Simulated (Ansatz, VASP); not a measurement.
## One calculation of SnO2, two programs

The input INCAR:

```
PREC = Accurate ; ENCUT = 520
EDIFF = 1E-7 ; ISMEAR = 0
SIGMA = 0.02 ; LREAL = False
LASPH = True ; NELM = 60
ALGO = Normal ; ISIF = 2
LWAVE = False ; LCHARG = False
GGA = PS ; NBANDS = 35
```

KPOINTS

```
Automatic mesh
0
Gamma
  6 6 8
```

File POSCAR:

```
SnO2
1.0
    4.8782073267      0.0000000000      0.0000000000
    0.0000000000      4.8782073267      0.0000000000
    0.0000000000      0.0000000000      3.2303468176
Sn O
2 4
Direct
    0.0000000000      0.0000000000      0.0000000000
    0.5000000000      0.5000000000      0.5000000000
    0.3074012396      0.3074012396      0.0000000000
    0.1925987604      0.8074012396      0.5000000000
    0.6925987604      0.6925987604      0.0000000000
    0.8074012396      0.1925987604      0.5000000000
```

Input for Ansatz:

```yaml
crystal:
  lattice:
    - [4.8782073267, 0.0, 0.0]
    - [0.0, 4.8782073267, 0.0]
    - [0.0, 0.0, 3.2303468176]
  atoms:
    - { symbol: Sn, position: [0.0, 0.0, 0.0] }
    - { symbol: Sn, position: [0.5, 0.5, 0.5] }
    - { symbol: O, position: [0.3074012396, 0.3074012396, 0.0] }
    - { symbol: O, position: [0.1925987604, 0.8074012396, 0.5] }
    - { symbol: O, position: [0.6925987604, 0.6925987604, 0.0] }
    - { symbol: O, position: [0.8074012396, 0.1925987604, 0.5] }
basis:
  ecutwfc: 500
kpoints:
  mp_grid: { grid: [6, 6, 8] }
hamiltonian:
  xc: pbesol
scf:
  occupations: { method: gaussian, width: 0.02 }
output:
  forces: true
  eigenvalues: true
  stress: true
```

Alike in both runs: task single point; functional PBEsol; k mesh 6 × 6 × 8; occupations gaussian, width 0.02 eV; no spin polarisation.

|  | VASP | Ansatz |
| --- | --- | --- |
| version | VASP 6.6.1 | Ansatz 0.2.0 |
| potentials or method | VASP PAW PBE potentials, release 64 (Sn_d, O), cutoff 520 eV | scalar-relativistic, plane waves, PAW |
| valence electrons in the cell | 52 | 52 |

VASP gave:

- gap on the k mesh at the Fermi level (eV): 0.46
- pressure (GPa): -7.6
- traceless stress, the component that is largest in VASP (GPa): 0.57
- rms of the force components (eV/Å): 0.003

Task: Estimate Ansatz's values.

Result: gap on the k mesh at the Fermi level (eV): 0.46; pressure (GPa): -8.1; traceless stress, the component that is largest in VASP (GPa): 0.34; rms of the force components (eV/Å): 0.007.

VASP's potentials were made for PBE, not for PBEsol. Atom by atom the forces differ by 0.010 eV/Å (rms over components). The functional is the same, so the differences come from potentials, cutoffs and numerics.
